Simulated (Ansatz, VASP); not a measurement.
# One calculation of ZnS, two programs

The input INCAR:

```
ALGO = Normal
EDIFF = 1E-6
EDIFFG = -0.002
ENCUT = 520
IBRION = 2
ISIF = 2
ISMEAR = 0
LASPH = True
LCHARG = False
LREAL = False
LWAVE = False
NELM = 80
NSW = 50
PREC = Accurate
SIGMA = 0.01
```

Contents of KPOINTS:

```
k-points
0
Gamma
  6 6 4
```

The input POSCAR:

```
ZnS
1.0
    3.7195412837      0.0000000000      0.0000000000
   -1.8597706418      3.2212172421      0.0000000000
    0.0000000000      0.0000000000      6.1122827871
Zn S
2 2
Direct
    0.3333333333      0.6666666667      0.0055913282
    0.6666666667      0.3333333333      0.5055913282
    0.3333333333      0.6666666667      0.3794086718
    0.6666666667      0.3333333333      0.8794086718
```

Input for Ansatz:

```yaml
crystal:
  lattice:
    - [3.71954128369, 0.0, 0.0]
    - [-1.85977064185, 3.2212172421, 0.0]
    - [0.0, 0.0, 6.11228278711]
  atoms:
    - { symbol: Zn, position: [0.333333333333, 0.666666666667, 0.005591328248] }
    - { symbol: Zn, position: [0.666666666667, 0.333333333333, 0.505591328248] }
    - { symbol: S, position: [0.333333333333, 0.666666666667, 0.379408671752] }
    - { symbol: S, position: [0.666666666667, 0.333333333333, 0.879408671752] }
kpoints:
  mp_grid: { grid: [6, 6, 4] }
scf:
  occupations: { method: fixed }
  convergence: { dr2_threshold: 1.0e-10 }
hamiltonian:
  xc: lda
  pseudopotentials: { kind: all_electron, lapw: { basis_error: 0.0005 } }
output:
  forces: true
  stress: true
  eigenstates:
    kpoints:
      - [0.0, 0.0, 0.0]
      - [0.0, 0.0, -0.5]
      - [-0.5, 0.0, 0.0]
      - [-0.5, 0.5, 0.0]
      - [0.0, -0.5, 0.0]
      - [-0.5, 0.0, -0.5]
      - [-0.5, 0.5, -0.5]
      - [0.0, -0.5, -0.5]
relax:
  f_tol: 0.002
  max_steps: 30
```

Alike in both runs: task relaxation of the atoms; functional LDA; k mesh 6 × 6 × 4; no spin polarisation.

|  | VASP | Ansatz |
| --- | --- | --- |
| version | VASP 6.6.1 | Ansatz 0.2.0 |
| potentials or method | VASP PAW LDA potentials, release 64 (Zn, S), cutoff 520 eV | all-electron LAPW, scalar-relativistic |
| occupations | gaussian, width 0.01 eV | fixed |

```tsv
	VASP	Ansatz	Ansatz less VASP
gap on the k mesh at the Fermi level, each at its own relaxed structure (eV)	2.30	2.26	-0.034
```

LDA's correlation is that of Perdew and Zunger in VASP and of Perdew and Wang (1992) in Ansatz. Ansatz ran all-electron here, and VASP with PAW potentials.
